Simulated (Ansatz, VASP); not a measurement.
Two plane-wave programs on B4Ru

```xyz
5
Lattice="3.4684 0.0000 0.0000 0.0000 3.4684 0.0000 0.0000 0.0000 3.4684" Properties=species:S:1:pos:R:3 pbc="T T T"
B     0.0000    0.0000    0.0000
B     1.7342    0.0000    0.0000
B     0.0000    1.7342    0.0000
B     0.0000    0.0000    1.7342
Ru    1.7342    1.7342    1.7342
```

Alike in both runs: task relaxation of cell and atoms; functional PBE; k mesh 6 × 6 × 6; occupations gaussian, width 0.1 eV; no spin polarisation.

```csv
,VASP,Ansatz
version,VASP 6.6.1,Ansatz 0.2.0
potentials or method,"VASP PAW PBE potentials, release 64 (B, Ru_pv), cutoff 600 eV","scalar-relativistic, plane waves, PAW"
valence electrons in the cell,26,28
```

|  | VASP | Ansatz | Ansatz less VASP |
| --- | --- | --- | --- |
| gap on the k mesh at the Fermi level, each at its own relaxed structure (eV) | none | none | - |
| relaxed volume (Å³/atom) | 8.26 | 8.29 | +0.030 |
| relaxed cell length with the largest relative difference (Å) | 3.457 | 3.461 | +0.0042 |

A gap of «none» marks a metal or a gap that the smearing closes. VASP's potentials hold 26 valence electrons a cell and Ansatz's 28, so a difference there can come from the potentials and not from the codes.
